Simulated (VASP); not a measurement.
# HfN (rocksalt type): relaxation of cell and atoms with PBE

HfN (rocksalt type):

```xyz
2
Lattice="0.0000 1.9390 1.9390 1.9390 0.0000 1.9390 1.9390 1.9390 0.0000" Properties=species:S:1:pos:R:3 pbc="T T T"
Hf    0.0000    0.0000    0.0000
N     1.9390    1.9390    1.9390
```

| Item | Value |
| --- | --- |
| Program | VASP 6.6.1 |
| Task | relaxation of cell and atoms |
| Functional | PBE |
| Potentials or basis | VASP PAW PBE potentials, release 64 (Hf_pv, N) |
| Cutoff | 600 eV |
| k mesh | 18 × 18 × 18 |
| Occupations | fermi-dirac, width 0.05 eV |
| Spin | no spin polarisation |
| Target pressure | 340 GPa |
| Dipole correction | no |
| Further INCAR settings | ALGO = Normal; EDIFF = 1e-07; IBRION = 2; EDIFFG = -0.005; NSW = 60; ISIF = 3 |

```json
{
 "Relaxed volume": "7.32 Å³/atom",
 "Relaxed cell": "a = 2.746 Å, b = 2.746 Å, c = 2.746 Å, α = 60.00°, β = 60.00°, γ = 60.00°",
 "Space group after relaxing (to 0.05 Å)": "Fm-3m (No. 225)",
 "Energy change on relaxing (the enthalpy is what falls)": "-67.5 meV/atom",
 "Ionic steps": "3",
 "Pressure after relaxing": "339.9 GPa"
}
```

Step by step:
```
step  energy change (eV)  largest force (eV/Å)  pressure (GPa)  volume (Å³)
   1              0.0000                0.0000          346.17        14.58
   2             -1.1893                0.0000          290.69        15.18
   3             -0.1349                0.0000          339.89        14.64
```

Final structure:
```yaml
crystal:
  lattice:
    - [0.00000, 1.94175, 1.94175]
    - [1.94175, 0.00000, 1.94175]
    - [1.94175, 1.94175, 0.00000]
  atoms:
    - { symbol: Hf, position: [0.00000, 0.00000, 0.00000] }
    - { symbol: N, position: [0.50000, 0.50000, 0.50000] }
```

Levels at points of the mesh, in eV from the Fermi level:
```
           k point  band 4  band 5  band 6  band 7  band 8  band 9  band 10  band 11
(0.00, 0.00, 0.00)  -19.82   -3.28   -3.28   -3.28   -0.83   -0.83    -0.83     3.21
(0.50, 0.00, 0.00)  -13.26  -11.63   -8.87   -8.87    5.90    6.53     6.53     7.52
(0.50, 0.50, 0.00)  -19.44   -6.44   -3.65   -3.09   -3.09    7.10     9.95     9.95
```

It took 37 s on 1 thread of Intel(R) Xeon(R) 6975P-C (Granite Rapids), with other jobs on the host, peak memory 0.19 GiB.

Caveat: the cell is relaxed towards a set pressure, so the enthalpy falls and the energy may rise; spin-orbit coupling is left out, which moves the levels of the heavy elements.
